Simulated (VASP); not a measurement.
# InAs (CsCl type) (Pm-3m) in VASP: relaxation of cell and atoms with PBE

Aim: the relaxation of cell and atoms of InAs (CsCl type) with PBE.

Program: VASP 6.6.1. These are calculated values, not measurements. Logs are shortened: lines on timing, memory, paths and dates and some standing lists are left out, and cuts for length are marked.

**1. The cell of the first run**

It takes space group Pm-3m (No. 221, cubic). The conventional cell has a = 3.157 Å, b = 3.157 Å, c = 3.157 Å, α = 90.00°, β = 90.00°, γ = 90.00°. In (site symmetry m-3m) has 8 As at 2.73 Å and 6 In at 3.16 Å within 3.6 Å. As (site symmetry m-3m) has 8 In at 2.73 Å and 6 As at 3.16 Å within 3.6 Å.

**2. Relaxation of cell and atoms, PBE**

INCAR

```
SYSTEM = InAs
PREC = Accurate ; ENCUT = 600
EDIFF = 1E-6 ; ISMEAR = -1
SIGMA = 0.05 ; LREAL = .FALSE.
LASPH = .TRUE. ; NELM = 100
ALGO = Normal ; ISIF = 3
LWAVE = .FALSE. ; LCHARG = .FALSE.
GGA = PE ; IBRION = 2
NSW = 60 ; EDIFFG = -0.005
```

KPOINTS

```
Automatic mesh
0
G
  12 12 12
  0 0 0
```

POSCAR

```
InAs
1.0
    3.1568296822      0.0000000000      0.0000000000
    0.0000000000      3.1568296822      0.0000000000
    0.0000000000      0.0000000000      3.1568296822
In As
1 1
Direct
    0.0000000000      0.0000000000      0.0000000000
    0.5000000000      0.5000000000      0.5000000000
```

Potentials or basis: VASP PAW PBE potentials, release 64 (In_d, As).

The run is started by

```
cat potpaw_PBE.64/In_d/POTCAR potpaw_PBE.64/As/POTCAR > POTCAR
mpirun -np 1 vasp_std > vasp.out
```

OUTCAR:

```text
SYSTEM = InAs
   PREC = Accurate
   ENCUT = 600
   EDIFF = 1E-6
   ISMEAR = -1
   LREAL = .FALSE.
   LASPH = .TRUE.
   NELM = 100
   ISIF = 3
   GGA = PE
   IBRION = 2
   NSW = 60
   EDIFFG = -0.005

 ion  position               nearest neighbor table
   1  0.000  0.000  0.000-   2 2.73   2 2.73   2 2.73   2 2.73   2 2.73   2 2.73   2 2.73   2 2.73

   2  0.500  0.500  0.500-   1 2.73   1 2.73   1 2.73   1 2.73   1 2.73   1 2.73   1 2.73   1 2.73

  LATTYP: Found a simple cubic cell.
 ALAT       =     3.1568296822

  Lattice vectors:

 A1 = (   3.1568296822,   0.0000000000,   0.0000000000)
 A2 = (   0.0000000000,   3.1568296822,   0.0000000000)
 A3 = (   0.0000000000,   0.0000000000,   3.1568296822)

Analysis of symmetry for initial positions (statically):
=====================================================================
 Subroutine PRICEL returns:
 Original cell was already a primitive cell.

 Routine SETGRP: Setting up the symmetry group for a
 simple cubic supercell.

 Subroutine GETGRP returns: Found 48 space group operations
 (whereof 48 operations were pure point group operations)
 out of a pool of 48 trial point group operations.

The static configuration has the point symmetry O_h .

Analysis of symmetry for dynamics (positions and initial velocities):
=====================================================================
 Subroutine PRICEL returns:
 Original cell was already a primitive cell.

 Routine SETGRP: Setting up the symmetry group for a
 simple cubic supercell.

 Subroutine GETGRP returns: Found 48 space group operations
 (whereof 48 operations were pure point group operations)
 out of a pool of 48 trial point group operations.

The dynamic configuration has the point symmetry O_h .

 Subroutine INISYM returns: Found 48 space group operations
 (whereof 48 operations are pure point group operations),
 and found     1 'primitive' translations

----------------------------------------------------------------------------------------

                                     Primitive cell

  volume of cell :      31.4596

  direct lattice vectors                    reciprocal lattice vectors
     3.156829682  0.000000000  0.000000000     0.316773504  0.000000000  0.000000000
     0.000000000  3.156829682  0.000000000     0.000000000  0.316773504  0.000000000
     0.000000000  0.000000000  3.156829682     0.000000000  0.000000000  0.316773504

  length of vectors
     3.156829682  3.156829682  3.156829682     0.316773504  0.316773504  0.316773504

  position of ions in fractional coordinates (direct lattice)
     0.000000000  0.000000000  0.000000000
     0.500000000  0.500000000  0.500000000

  ion indices of the primitive-cell ions
   primitive index   ion index
                 1           1
                 2           2

----------------------------------------------------------------------------------------

 KPOINTS: Automatic mesh

Automatic generation of k-mesh.
 Grid dimensions read from file:
 generate k-points for:   12   12   12

 Generating k-lattice:

  Cartesian coordinates                     Fractional coordinates (reciprocal lattice)
     0.026397792  0.000000000  0.000000000     0.083333333  0.000000000  0.000000000
     0.000000000  0.026397792  0.000000000     0.000000000  0.083333333  0.000000000
     0.000000000  0.000000000  0.026397792     0.000000000  0.000000000  0.083333333

  Length of vectors
     0.026397792  0.026397792  0.026397792

  Shift w.r.t. Gamma in fractional coordinates (k-lattice)
     0.000000000  0.000000000  0.000000000

 Subroutine IBZKPT returns following result:
 ===========================================

 Found     84 irreducible k-points:

 Following reciprocal coordinates:
            Coordinates               Weight
  0.000000  0.000000  0.000000      1.000000
  0.083333  0.000000  0.000000      6.000000
  0.166667  0.000000  0.000000      6.000000
  0.250000  0.000000  0.000000      6.000000
  0.333333  0.000000  0.000000      6.000000
  0.416667  0.000000  0.000000      6.000000
[... 16 lines left out ...]
  0.333333  0.333333  0.000000     12.000000
  0.416667  0.333333  0.000000     24.000000
 [... further k-points ...]
   k-points           NKPTS =     84   k-points in BZ     NKDIM =     84   number of bands    NBANDS=     13
   number of dos      NEDOS =    301   number of ions     NIONS =      2
   total plane-waves  NPLWV =  21952
   dimension x,y,z NGX =    28 NGY =   28 NGZ =   28
   dimension x,y,z NGXF=    56 NGYF=   56 NGZF=   56
   ions per type =               1   1
   NGX,Y,Z   is equivalent  to a cutoff of  14.75, 14.75, 14.75 a.u.
   NGXF,Y,Z  is equivalent  to a cutoff of  29.49, 29.49, 29.49 a.u.
 SYSTEM =  InAs
   PREC   = accura    normal or accurate (medium, high low for compatibility)
   ISTART =      0    job   : 0-new  1-cont  2-samecut
   ICHARG =      2    charge: 1-file 2-atom 10-const
   ISPIN  =      1    spin polarized calculation?
   LNONCOLLINEAR =      F non collinear calculations
   LSORBIT =      F    spin-orbit coupling
   LASPH  =      T    aspherical Exc in radial PAW
   ENCUT  =  600.0 eV  44.10 Ry    6.64 a.u.   6.30  6.30  6.30*2*pi/ulx,y,z
   NELM   =    100;   NELMIN=  2; NELMDL= -5     # of ELM steps
   EDIFF  = 0.1E-05   stopping-criterion for ELM
   LREAL  =      F    real-space projection
   EDIFFG = -.5E-02   stopping-criterion for IOM
   NSW    =     60    number of steps for IOM
   IBRION =      2    ionic relax: 0-MD 1-quasi-New 2-CG
   NFREE  =      1    steps in history (QN), initial steepest desc. (CG)
   ISIF   =      3    stress and relaxation
   ISYM   =      2    0-nonsym 1-usesym 2-fastsym
   POTIM  = 0.5000    time-step for ionic-motion
   TEBEG  =    0.0;   TEEND  =   0.0 temperature during run
   PSTRESS=    0.0 pullay stress
   NELECT =      18.0000    total number of electrons
   NUPDOWN=      -1.0000    fix difference up-down
   EMIN   =  10.00;   EMAX   =-10.00  energy-range for DOS
   EFERMI =   0.00;   METHOD = LEGACY
   ISMEAR =    -1;   SIGMA  =   0.05  broadening in eV -4-tet -1-fermi 0-gaus
   EFERMI_NEDOS =   21; number of points for ismear=-14 and -15
   IALGO  =     38    algorithm
   IMIX   =      4    mixing-type and parameters
     AMIX     =   0.40;   BMIX     =  1.00
     AMIX_MAG =   1.60;   BMIX_MAG =  1.00
  volume/ion in A,a.u.               =      15.73       106.15
  Fermi-wavevector in a.u.,A,eV,Ry     =   1.359089  2.568306 25.131627  1.847122
  Thomas-Fermi vector in A             =   2.485867
   LORBIT       =      0    0 simple, 1 ext, 2 COOP (PROOUT), +10 PAW based schemes
   GGA     = PE    functional components
   LHFCALC =     F    Hartree Fock is set to
   AEXX    =    0.0000 exact exchange contribution
   IVDW    =     0    specifies the selected vdW correction
   LEPSILON=     F    determine dielectric tensor
   LRPA    =     F    only Hartree local field effects (RPA)
 conjugate gradient relaxation of ions
 non-spin polarized calculation
  energy-cutoff  :      600.00
  volume of cell :       31.46
 maximum number of plane-waves:      1068
 NGX is ok and might be reduce to    28
   NGX = 13   NGY = 13   NGZ = 13

--------------------------------------- Ionic step        1  -------------------------------------------

 number of electron      18.0000006 magnetization

 Free energy of the ion-electron system (eV)
  ---------------------------------------------------
  ext. energy  EPLUGINS =         0.00000000
  ---------------------------------------------------
  free energy    TOTEN  =        -5.23882772 eV

  energy without entropy =       -5.23124439  energy(sigma->0) =       -5.23503605

 E-fermi :  11.8631     XC(G=0): -12.2587

 val. band max:       11.8576661904   @ k =   0.5000   0.0833   0.0833
 cond. band min:      11.8891163076   @ k =   0.5000   0.2500   0.2500
 fundamental gap:      0.0314501172
 Fermi energy:        11.8630564241

 k-point     1 :       0.0000    0.0000    0.0000
  band No.  band energies     occupation
      1      -4.0031      2.00000
      2      -3.6422      2.00000
      3      -3.6422      2.00000
      4      -3.0628      2.00000
      5      -3.0628      2.00000
      6      -3.0628      2.00000
      7      10.4412      2.00000
      8      10.4412      2.00000
      9      10.4412      2.00000
     10      11.7807      1.67712
     11      16.5172      0.00000
     12      16.5172      0.00000
     13      25.2681      0.00000

 k-point     2 :       0.0833    0.0000    0.0000
  band No.  band energies     occupation
      1      -3.9023      2.00000
      2      -3.6384      2.00000
      3      -3.6137      2.00000
      4      -3.0801      2.00000
      5      -3.0801      2.00000
      6      -3.0616      2.00000
      7       9.1669      2.00000
      8      10.5678      2.00000
      9      10.5678      2.00000
     10      12.5925      0.00000
     11      16.5637      0.00000
     12      17.2064      0.00000
     13      24.3384      0.00000
[... 866 lines left out ...]
 VOLUME and BASIS-vectors are now :
 -----------------------------------------------------------------------------
  energy-cutoff  :      600.00
  volume of cell :       46.01
      direct lattice vectors                 reciprocal lattice vectors
     3.583391238  0.000000000 -0.000000000     0.279065258 -0.000000000 -0.000000000
     0.000000000  3.583391238 -0.000000000    -0.000000000  0.279065258 -0.000000000
     0.000000000  0.000000000  3.583391238     0.000000000  0.000000000  0.279065258

 POSITION                                       TOTAL-FORCE (eV/Angst)
 -----------------------------------------------------------------------------------
      0.00000      0.00000      0.00000        -0.000000     -0.000000      0.000000
      1.79170      1.79170      1.79170         0.000000      0.000000     -0.000000
 -----------------------------------------------------------------------------------
    total drift:                               -0.000000      0.000000     -0.000000

  FREE ENERGIE OF THE ION-ELECTRON SYSTEM (eV)
  ---------------------------------------------------
  free  energy   TOTEN  =        -6.8527392712 eV

  energy  without entropy=       -6.8396807637  energy(sigma->0) =       -6.84621002

--------------------------------------- Ionic step        5  -------------------------------------------

 number of electron      17.9999988 magnetization

 Free energy of the ion-electron system (eV)
  ---------------------------------------------------
  ext. energy  EPLUGINS =         0.00000000
  ---------------------------------------------------
  free energy    TOTEN  =        -6.85283545 eV

  energy without entropy =       -6.83983363  energy(sigma->0) =       -6.84633454

 E-fermi :   6.6191     XC(G=0): -10.4088

 val. band max:        6.6158300105   @ k =   0.5000   0.0833   0.0000
 cond. band min:       6.6306743052   @ k =   0.3333   0.3333   0.2500
 fundamental gap:      0.0148442947
 Fermi energy:         6.6190776505

 k-point     1 :       0.0000    0.0000    0.0000
  band No.  band energies     occupation
      1      -7.8440      2.00000
      2      -7.8440      2.00000
      3      -7.6507      2.00000
      4      -7.6507      2.00000
      5      -7.6507      2.00000
      6      -5.8431      2.00000
      7       4.1910      2.00000
      8       5.9016      2.00000
      9       5.9016      2.00000
     10       5.9016      2.00000
     11      11.5417      0.00000
     12      11.5417      0.00000
     13      15.8465      0.00000

 k-point     2 :       0.0833    0.0000    0.0000
  band No.  band energies     occupation
      1      -7.8431      2.00000
      2      -7.8333      2.00000
      3      -7.6556      2.00000
      4      -7.6556      2.00000
      5      -7.6503      2.00000
      6      -5.7768      2.00000
      7       3.6695      2.00000
      8       5.9782      1.99999
      9       5.9782      1.99999
     10       6.1611      1.99979
     11      11.6007      0.00000
     12      11.9597      0.00000
     13      15.4666      0.00000
[... 365 lines left out ...]
 VOLUME and BASIS-vectors are now :
 -----------------------------------------------------------------------------
  energy-cutoff  :      600.00
  volume of cell :       45.86
      direct lattice vectors                 reciprocal lattice vectors
     3.579453540 -0.000000000 -0.000000000     0.279372253 -0.000000000 -0.000000000
     0.000000000  3.579453540 -0.000000000     0.000000000  0.279372253 -0.000000000
     0.000000000  0.000000000  3.579453540     0.000000000  0.000000000  0.279372253

 POSITION                                       TOTAL-FORCE (eV/Angst)
 -----------------------------------------------------------------------------------
      3.57945      3.57945     -0.00000         0.000000      0.000000      0.000000
      1.78973      1.78973      1.78973        -0.000000     -0.000000      0.000000
 -----------------------------------------------------------------------------------
    total drift:                                0.000000      0.000000      0.000000

  FREE ENERGIE OF THE ION-ELECTRON SYSTEM (eV)
  ---------------------------------------------------
  free  energy   TOTEN  =        -6.8528354518 eV

  energy  without entropy=       -6.8398336336  energy(sigma->0) =       -6.84633454

 reached required accuracy - stopping structural energy minimisation
```

It took 56 s on 1 thread of AMD EPYC 9R45 (Zen 5), shared host; peak memory 0.17 GiB.

Results:

* Free energy: -6.8528 eV
* Relaxed volume: 22.93 Å³/atom
* Relaxed cell: a = 3.579 Å, b = 3.579 Å, c = 3.579 Å, α = 90.00°, β = 90.00°, γ = 90.00°
* Space group after relaxing (to 0.05 Å): Pm-3m (No. 221)
* Energy gained by relaxing: 807.0 meV/atom
* Ionic steps: 5
* Pressure after relaxing: 0.0 GPa

The path:
```tsv
step	energy change (eV)	largest force (eV/Å)	pressure (GPa)	volume (Å³)
1	0.0000	0.0000	52.01	31.46
2	-1.1260	0.0000	-7.88	60.90
3	-1.6139	0.0000	0.19	45.69
4	-1.6139	0.0000	-0.17	46.01
5	-1.6140	0.0000	-0.01	45.86
```

Final structure:
```xyz
2
Lattice="3.5795 0.0000 0.0000 0.0000 3.5795 0.0000 0.0000 0.0000 3.5795" Properties=species:S:1:pos:R:3 pbc="T T T"
In    3.5795    3.5795    0.0000
As    1.7897    1.7897    1.7897
```

Caveat: the volume moved by over 15 % at a fixed basis, so the end points are rough; the bands computed are all filled at some k points, so no gap is given; spin-orbit coupling is left out, which moves the levels of the heavy elements.
